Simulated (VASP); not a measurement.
# Li7NbO6 (R3) in VASP: further runs, part 2 of 2

VASP 6.6.1. Earlier steps stand in the parts before.

**3. Single point, r2SCAN**

This run uses another cell than the first one, of 9.14 Å³/atom.

The input, POSCAR:

```
Li7NbO6
1.0
    2.7575492813      1.5920718199      4.8588659837
   -2.7575492813      1.5920718199      4.8588659837
    0.0000000000     -3.1841436397      4.8588659837
Li Nb O
7 1 6
Direct
    0.4969847407      0.7264818984      0.1215024328
    0.2327371234      0.9300783020      0.4898038010
    0.9300783020      0.4898038010      0.2327371234
    0.6532964174      0.6532964174      0.6532964174
    0.1215024328      0.4969847407      0.7264818984
    0.7264818984      0.1215024328      0.4969847407
    0.4898038010      0.2327371234      0.9300783020
    0.0007925476      0.0007925476      0.0007925476
    0.6398631960      0.8833789166      0.2319093794
    0.0708512722      0.7966512763      0.3765866963
    0.7966512763      0.3765866963      0.0708512722
    0.2319093794      0.6398631960      0.8833789166
    0.8833789166      0.2319093794      0.6398631960
    0.3765866963      0.0708512722      0.7966512763
```

The input, INCAR.step1:

```
SYSTEM = Li7NbO6
PREC = Accurate ; ENCUT = 520
ISMEAR = 0 ; SIGMA = 0.02
LREAL = .FALSE. ; LASPH = .TRUE.
NELM = 100 ; NBANDS = 48
GGA = PE ; ALGO = Normal
EDIFF = 1E-4 ; LWAVE = .TRUE.
LCHARG = .FALSE.
```

The input, INCAR.step2:

```
SYSTEM = Li7NbO6
PREC = Accurate ; ENCUT = 520
EDIFF = 1E-6 ; ISMEAR = 0
SIGMA = 0.02 ; LREAL = .FALSE.
LASPH = .TRUE. ; NELM = 100
ALGO = Normal ; ISIF = 2
LWAVE = .FALSE. ; LCHARG = .FALSE.
METAGGA = R2SCAN ; LMIXTAU = .TRUE.
NBANDS = 48 ; ISTART = 1
```

The input, KPOINTS:

```
regular mesh
0
G
  6 6 6
  0 0 0
```

Potentials or basis: VASP PAW PBE potentials, release 64 (Li_sv, Nb_sv, O).

Launch:

```
cat potpaw_PBE.64/Li_sv/POTCAR potpaw_PBE.64/Nb_sv/POTCAR potpaw_PBE.64/O/POTCAR > POTCAR
cp INCAR.step1 INCAR
mpirun -np 1 vasp_std > vasp.out
cp INCAR.step2 INCAR
mpirun -np 1 vasp_std > vasp.out
```

Wall time 14 min (1 thread of Intel Xeon 6975P-C (Granite Rapids), shared host); peak memory 0.47 GiB.

Results (log left out):

- Free energy: -110.4972 eV
- Largest force: 0.029 eV/Å
- Band gap on the k mesh: 4.27 eV (least direct gap 4.50 eV)

Forces on the atoms (eV/Å):
```
Li  -0.016 -0.015  0.012
Li   0.015 -0.003 -0.008
Li  -0.010 -0.012 -0.008
Li   0.000  0.000  0.029
Li   0.021 -0.006  0.012
Li  -0.005  0.021  0.012
Li  -0.005  0.015 -0.008
Nb   0.000  0.000 -0.001
O   -0.011 -0.019 -0.018
O    0.008 -0.006  0.005
O   -0.009 -0.003  0.005
O    0.022  0.000 -0.018
O   -0.011  0.019 -0.018
O    0.002  0.010  0.005
```

Levels at points of the mesh, in eV from the valence-band top:
| k point | band 32 | band 33 | band 34 | band 35 | band 36 | band 37 | band 38 | band 39 |
| --- | --- | --- | --- | --- | --- | --- | --- | --- |
| (0.00, 0.00, 0.00) | -0.39 | -0.24 | -0.24 | 0.00 | 4.53 | 4.60 | 4.60 | 6.65 |
| (0.50, 0.00, 0.00) | -0.48 | -0.36 | -0.31 | -0.27 | 4.27 | 4.55 | 4.77 | 7.46 |
| (0.50, 0.50, 0.00) | -0.51 | -0.42 | -0.28 | -0.24 | 4.33 | 4.45 | 4.89 | 7.41 |
| (0.50, 0.50, 0.50) | -0.41 | -0.41 | -0.22 | -0.22 | 4.73 | 4.73 | 4.75 | 8.07 |

Caveat: the cutoff is under 1.25 times the usual one of these potentials, so pressure, stress and relaxed cells hold a basis-set (Pulay) error; the PAW data sets were made with another functional, which shifts forces and pressure a little. A k mesh can miss the band edges.

**4. Single point, r2SCAN (9.42 Å³/atom)**

This run uses another cell than the first one, of 9.42 Å³/atom.

The input, POSCAR:

```
Li7NbO6
1.0
    2.7868512926      1.6089893440      4.8999440395
   -2.7868512926      1.6089893440      4.8999440395
    0.0000000000     -3.2179786880      4.8999440395
Li Nb O
7 1 6
Direct
    0.4985301919      0.7257886534      0.1198243775
    0.2320511628      0.9308763942      0.4904795863
    0.9308763942      0.4904795863      0.2320511628
    0.6512964254      0.6512964254      0.6512964254
    0.1198243775      0.4985301919      0.7257886534
    0.7257886534      0.1198243775      0.4985301919
    0.4904795863      0.2320511628      0.9308763942
    0.0013361561      0.0013361561      0.0013361561
    0.6428039510      0.8830035043      0.2307123966
    0.0715286842      0.7986743812      0.3740121352
    0.7986743812      0.3740121352      0.0715286842
    0.2307123966      0.6428039510      0.8830035043
    0.8830035043      0.2307123966      0.6428039510
    0.3740121352      0.0715286842      0.7986743812
```

The input, INCAR.step1:

```
SYSTEM = Li7NbO6
PREC = Accurate ; ENCUT = 520
ISMEAR = 0 ; SIGMA = 0.02
LREAL = .False. ; LASPH = .True.
NELM = 60 ; NBANDS = 48
GGA = PE ; ALGO = Normal
EDIFF = 1E-4 ; LWAVE = .True.
LCHARG = .False.
```

The input, INCAR.step2:

```
SYSTEM = Li7NbO6
PREC = Accurate ; ENCUT = 520
EDIFF = 1E-7 ; ISMEAR = 0
SIGMA = 0.02 ; LREAL = .False.
LASPH = .True. ; NELM = 60
ALGO = Normal ; ISIF = 2
LWAVE = .False. ; LCHARG = .True.
METAGGA = R2SCAN ; LMIXTAU = .True.
LELF = .True. ; LVHAR = .True.
NBANDS = 48 ; ISTART = 1
```

The input, KPOINTS:

```
regular mesh
0
Gamma
  6 6 6
  0 0 0
```

Potentials or basis: VASP PAW PBE potentials, release 64 (Li_sv, Nb_sv, O).

Launch:

```
cat potpaw_PBE.64/Li_sv/POTCAR potpaw_PBE.64/Nb_sv/POTCAR potpaw_PBE.64/O/POTCAR > POTCAR
cp INCAR.step1 INCAR
mpirun -np 1 vasp_std > vasp.out
cp INCAR.step2 INCAR
mpirun -np 1 vasp_std > vasp.out
```

OUTCAR:

```text
SYSTEM = Li7NbO6
   PREC = Accurate
   ENCUT = 520
   EDIFF = 1E-7
   ISMEAR = 0
   LREAL = .False.
   LASPH = .True.
   NELM = 60
   ISIF = 2
   METAGGA = R2SCAN
   ISTART = 1

 ion  position               nearest neighbor table
   1  0.499  0.726  0.120-  11 1.88  14 1.97   9 2.03  10 2.03   2 2.39   3 2.40   7 2.52   4 2.59
                             8 2.72
   2  0.232  0.931  0.490-  13 1.96  12 1.97   9 1.98  10 2.01   1 2.39   5 2.40   4 2.46   6 2.52
                             8 2.70
   3  0.931  0.490  0.232-  12 1.96   9 1.97  13 1.98  11 2.01   6 2.39   1 2.40   4 2.46   5 2.52
                             8 2.70
   4  0.651  0.651  0.651-  13 2.08  12 2.08   9 2.08   2 2.46   3 2.46   7 2.46   5 2.59   6 2.59
[... 1451 lines left out ...]
     2.786851293  1.608989344  4.899944040     0.179413951  0.103584693  0.068027988
    -2.786851293  1.608989344  4.899944040    -0.179413951  0.103584693  0.068027988
     0.000000000 -3.217978688  4.899944040     0.000000000 -0.207169385  0.068027988

 POSITION                                       TOTAL-FORCE (eV/Angst)
 -----------------------------------------------------------------------------------
     -0.63334      1.58432      6.58623        -0.020446     -0.021587      0.024034
     -1.94752      0.29279      8.10160         0.025037      0.008966     -0.004569
      1.22732      1.54021      8.10160        -0.004754     -0.026166     -0.004569
      0.00000      0.00000      9.57395         0.000000     -0.000000     -0.040792
     -1.05540     -1.34065      6.58623         0.028918     -0.006913      0.024034
      1.68873     -0.24368      6.58623        -0.008472      0.028501      0.024034
      0.72020     -1.83300      8.10160        -0.020283      0.017200     -0.004569
      0.00000      0.00000      0.01964         0.000000      0.000000     -0.003989
     -0.66940      1.71258      8.60685        -0.008580     -0.018631     -0.023974
     -2.02645      0.19658      6.09658         0.006648     -0.018327      0.019436
      1.18347      1.65666      6.09658        -0.019195      0.003406      0.019436
     -1.14844     -1.43601      8.60685         0.020425      0.001885     -0.023974
      1.81784     -0.27657      8.60685        -0.011845      0.016746     -0.023974
      0.84298     -1.85325      6.09658         0.012547      0.014921      0.019436
 -----------------------------------------------------------------------------------
    total drift:                               -0.000000     -0.000000      0.029330

  FREE ENERGIE OF THE ION-ELECTRON SYSTEM (eV)
  ---------------------------------------------------
  free  energy   TOTEN  =      -110.4661352557 eV

  energy  without entropy=     -110.4661352557  energy(sigma->0) =     -110.46613526
```

Run time: 20 min. Hardware: 1 thread of Intel Xeon 6975P-C (Granite Rapids), shared host; peak memory 0.48 GiB.

What came out:

```yaml
Free_energy: -110.4661 eV
Largest_force: 0.041 eV/Å
Band_gap_on_the_k_mesh: 4.23 eV (least direct gap 4.44 eV)
```

Forces on the atoms (eV/Å):
```
Li  -0.020 -0.022  0.024
Li   0.025  0.009 -0.005
Li  -0.005 -0.026 -0.005
Li   0.000  0.000 -0.041
Li   0.029 -0.007  0.024
Li  -0.008  0.029  0.024
Li  -0.020  0.017 -0.005
Nb   0.000  0.000 -0.004
O   -0.009 -0.019 -0.024
O    0.007 -0.018  0.019
O   -0.019  0.003  0.019
O    0.020  0.002 -0.024
O   -0.012  0.017 -0.024
O    0.013  0.015  0.019
```

Caveat: the cutoff is under 1.25 times the usual one of these potentials, so pressure, stress and relaxed cells hold a basis-set (Pulay) error; the PAW data sets were made with another functional, which shifts forces and pressure a little.

**5. The runs side by side**

| cell | gap on the mesh (eV) | largest force (eV/Å) |
| --- | --- | --- |
| a = 5.980 Å, angles 57.0°, 14 atoms, atomic positions A | 4.15 | 0.04 |
| a = 5.809 Å, angles 56.7°, 14 atoms, atomic positions B | 4.27 | 0.03 |
| a = 5.862 Å, angles 56.8°, 14 atoms, atomic positions C | 4.23 | 0.04 |

Alike in all rows: task single point; level r2SCAN; potentials or basis VASP PAW PBE potentials, release 64 (Li_sv, Nb_sv, O); no spin polarisation; k mesh 6 × 6 × 6; cutoff (eV) 520; smearing gaussian 0.02 eV.

Caveats: the cutoff is under 1.25 times the usual one of these potentials, so pressure, stress and relaxed cells hold a basis-set (Pulay) error; the PAW data sets were made with another functional, which shifts forces and pressure a little.

Total energies depend on the potentials used, so only differences within one code and one set of settings carry meaning.
